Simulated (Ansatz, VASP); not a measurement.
This is a calculation of Ag for Ansatz 0.2.0.

File input.yaml:

```yaml
crystal:
  lattice:
    - [-1.6218556592, 1.6218556592, 1.6218556592]
    - [1.6218556592, -1.6218556592, 1.6218556592]
    - [1.6218556592, 1.6218556592, -1.6218556592]
  atoms:
    - { symbol: Ag, position: [0.0, 0.0, 0.0] }
kpoints:
  mp_grid: { grid: [11, 11, 11] }
scf:
  occupations: { method: fermi_dirac, width: 0.05 }
hamiltonian:
  xc: lda
  pseudopotentials: { kind: all_electron, lapw: { basis_error: 0.001 } }
output:
  forces: true
  stress: true
  eigenvalues: true
```

Potentials or basis: all-electron LAPW, scalar-relativistic.

Run with:

```console
$ ansatz run input.yaml --threads 1 --pin off --max-ram 3072MiB --backend cpu --events-out ev --progress --plain --runs-dir out
```

Question: Set up the same calculation for VASP 6.6.1. Potentials there: VASP PAW LDA potentials, release 64 (Ag).

Answer: As run (the cutoff follows the program's own potentials):

INCAR

```
SYSTEM = Ag
PREC = Accurate
ENCUT = 520
EDIFF = 1E-6
ISMEAR = -1
SIGMA = 0.05
LREAL = .FALSE.
LASPH = .TRUE.
NELM = 60
ALGO = Normal
ISIF = 2
LWAVE = .FALSE.
LCHARG = .TRUE.
LELF = .TRUE.
LVHAR = .TRUE.
NBANDS = 12
```

The input KPOINTS:

```
regular mesh
0
G
  11 11 11
  0 0 0
```

The input POSCAR:

```
Ag
1.0
   -1.6218556592      1.6218556592      1.6218556592
    1.6218556592     -1.6218556592      1.6218556592
    1.6218556592      1.6218556592     -1.6218556592
Ag
1
Direct
    0.0000000000      0.0000000000      0.0000000000
```

Potentials or basis: VASP PAW LDA potentials, release 64 (Ag).

Command:

```console
$ cat potpaw_LDA.64/Ag/POTCAR > POTCAR
$ mpirun -np 1 vasp_std > vasp.out
```

Both were run:

|  | VASP | Ansatz | Ansatz less VASP |
| --- | --- | --- | --- |
| gap on the k mesh at the Fermi level (eV) | none | none | - |
| pressure (GPa) | -6.3 | -6.5 | -0.15 |

LDA's correlation is that of Perdew and Zunger in VASP and of Perdew and Wang (1992) in Ansatz. A gap of «none» marks a metal or a gap that the smearing closes. Ansatz ran all-electron here, and VASP with PAW potentials.
